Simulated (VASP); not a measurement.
# Bi: single point with PBE

The system is Bi.

```
Bi
1.0
    -1.52757    1.52757    1.52757
     1.52757   -1.52757    1.52757
     1.52757    1.52757   -1.52757
Bi
1
Direct
  0.00000 0.00000 0.00000
```

This cell differs from its parent crystal: volume scaled by 0.45, partial waves polarizable.

```yaml
Program: VASP 6.6.1
Task: single point
Functional: PBE
Potentials_or_basis: VASP PAW PBE potentials, release 64 (Bi_d)
Cutoff: 520 eV
k_mesh: 13 × 13 × 13
Occupations: fermi-dirac, width 0.08 eV
Spin: no spin polarisation
Dipole_correction: no
Further_INCAR_settings: ALGO = Normal; EDIFF = 1e-06; NBANDS = 14
```

| Quantity | Value |
| --- | --- |
| Pressure | 268.9 GPa |

Levels at points of the mesh, in eV from the Fermi level:
```csv
k point,band 6,band 7,band 8,band 9,band 10,band 11
"(0.00, 0.00, 0.00)",-22.89,8.35,8.35,8.35,13.39,13.39
```

Wall time 20 s on 1 thread of Intel Xeon 8259CL (shared host), peak memory 0.13 GiB.

Caveat: spin-orbit coupling is left out, which moves the levels of the heavy elements.
